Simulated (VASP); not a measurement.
A run of VASP 6.6.1 is set up as follows.

File INCAR:

```
ALGO     = Normal         # electronic algorithm
EDIFF    = 1E-7           # SCF threshold, eV
ENCUT    = 520            # plane-wave cutoff, eV
GGA      = PE             # functional
ISIF     = 2              # what is computed and relaxed
ISMEAR   = -1             # smearing method
LASPH    = True           # aspherical terms in the spheres
LCHARG   = False          # write CHGCAR
LREAL    = False          # projectors in reciprocal space
LWAVE    = False          # write WAVECAR
NBANDS   = 35             # bands
NELM     = 60             # most SCF steps
PREC     = Accurate       # precision mode
SIGMA    = 0.02           # smearing width, eV
```

Contents of KPOINTS:

```
k-points
0
Gamma
  6 4 8
```

Contents of POSCAR:

```
Al2O3
1.0
    4.7121766355      0.0000000000      0.0000000000
    0.0000000000      9.7035372008      0.0000000000
    0.0000000000      0.0000000000      3.0257116770
Al O
4 6
Direct
    0.4317423582      0.3295573562      0.5000000000
    0.5682576418      0.6704426438      0.5000000000
   -0.0682576418      0.1704426438      0.0000000000
    1.0682576418      0.8295573562      0.0000000000
    0.7545470444      0.2269610282      0.5000000000
    0.0000000000      0.0000000000      0.0000000000
    0.7454529556      0.7269610282      0.0000000000
    0.2545470444      0.2730389718      0.0000000000
    0.2454529556      0.7730389718      0.5000000000
    0.5000000000      0.5000000000      0.5000000000
```

Potentials or basis: VASP PAW PBE potentials, release 64 (Al, O).

Launch:

```bash
$ cat potpaw_PBE.64/Al/POTCAR potpaw_PBE.64/O/POTCAR > POTCAR
$ mpirun -np 1 vasp_std > vasp.out
```

Problem. Estimate the pressure.

Solution. 0.0 GPa.

Problem. Predict the largest force.

Solution. 0.022 eV/Å.

Forces in eV/Å, atoms in the order of the input:
```
Al  -0.001 -0.022  0.000
Al   0.001  0.022  0.000
Al  -0.001  0.022  0.000
Al   0.001 -0.022  0.000
O   -0.003  0.003  0.000
O    0.000  0.000  0.000
O    0.003  0.003  0.000
O   -0.003 -0.003  0.000
O    0.003 -0.003  0.000
O    0.000  0.000  0.000
```
